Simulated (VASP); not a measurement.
Set up this calculation in VASP 6.6.1, as the native input.

```
Task                   : single point
Functional             : PBE
Potentials or basis    : VASP PAW PBE potentials, release 64 (Ti_sv, O)
Cutoff                 : 520 eV
k mesh                 : 10 × 10 × 10
Occupations            : gaussian, width 0.02 eV
Spin                   : no spin polarisation
Dipole correction      : no
Further INCAR settings : ALGO = Normal; EDIFF = 1e-07; NBANDS = 33
```

The structure of TiO2 lies in POSCAR:

```
TiO2
1.0
   -1.9101815784      1.9101815784      4.9388296298
    1.9101815784     -1.9101815784      4.9388296298
    1.9101815784      1.9101815784     -4.9388296298
Ti O
2 4
Direct
    0.0000000000      0.0000000000      0.0000000000
    0.7500000000      0.2500000000      0.5000000000
    0.2044250410      0.2044250410      0.0000000000
    0.9544250410      0.4544250410      0.5000000000
    0.5455749590      0.0455749590      0.5000000000
    0.7955749590      0.7955749590      0.0000000000
```

One way to write it, as run:

INCAR

```
SYSTEM = TiO2
ALGO = Normal ; EDIFF = 1E-7
ENCUT = 520 ; GGA = PE
ISIF = 2 ; ISMEAR = 0
LASPH = .TRUE. ; LCHARG = .FALSE.
LREAL = .FALSE. ; LWAVE = .FALSE.
NBANDS = 33 ; NELM = 100
PREC = Accurate ; SIGMA = 0.02
```

KPOINTS

```
k-points
0
G
  10 10 10
  0 0 0
```

Potentials or basis: VASP PAW PBE potentials, release 64 (Ti_sv, O).

Command:

```console
$ cat potpaw_PBE.64/Ti_sv/POTCAR potpaw_PBE.64/O/POTCAR > POTCAR
$ mpirun -np 1 vasp_std > vasp.out
```

It gave:

```
Pressure               : -4.3 GPa
Largest force          : 0.016 eV/Å
Band gap on the k mesh : 2.12 eV (least direct gap 2.36 eV)
```

Caveat: the cell stands under tension.

It took 9 min on 1 thread of Intel(R) Xeon(R) Platinum 8259CL CPU @ 2.50GHz (Skylake/Cascade Lake) (shared host), peak memory 0.38 GiB.
